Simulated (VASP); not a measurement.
## Cu: single point with r2SCAN

Cu:

```
Cu
1.0
     2.53410    0.00000    0.00000
    -1.26705    2.19459    0.00000
     0.00000    0.00000    4.11257
Cu
2
Direct
  0.33333 0.66667 0.25000
  0.66667 0.33333 0.75000
```

```
Program                : VASP 6.6.1
Task                   : single point
Functional             : r2SCAN
Potentials or basis    : VASP PAW PBE potentials, release 64 (Cu)
Cutoff                 : 520 eV
k mesh                 : 17 × 17 × 9
Occupations            : fermi-dirac, width 0.1 eV
Spin                   : collinear spin, ferromagnetic start
Starting moments       : [0.8, 0.8] μB
Fixed moment           : 1.6 μB
Dipole correction      : no
Further INCAR settings : ALGO = Normal; EDIFF = 1e-07; NBANDS = 22
```

```
Pressure                                              : 9.9 GPa
Net moment                                            : 1.60 μB per cell
Site moments                                          : Cu +0.65 μB
Valence electrons inside the program's atomic spheres : Cu 10.06
```

Stress tensor (GPa, compression positive):
```
10.26  0.00  0.00
 0.00 10.26  0.00
 0.00  0.00  9.24
```

It took 9.3 min on 1 thread of AMD EPYC 7R13 Processor (Zen 3) (shared host), peak memory 0.2 GiB.

Caveat: the PAW data sets were made with another functional, which shifts forces and pressure a little; the total moment is fixed, so each spin has its own Fermi level.
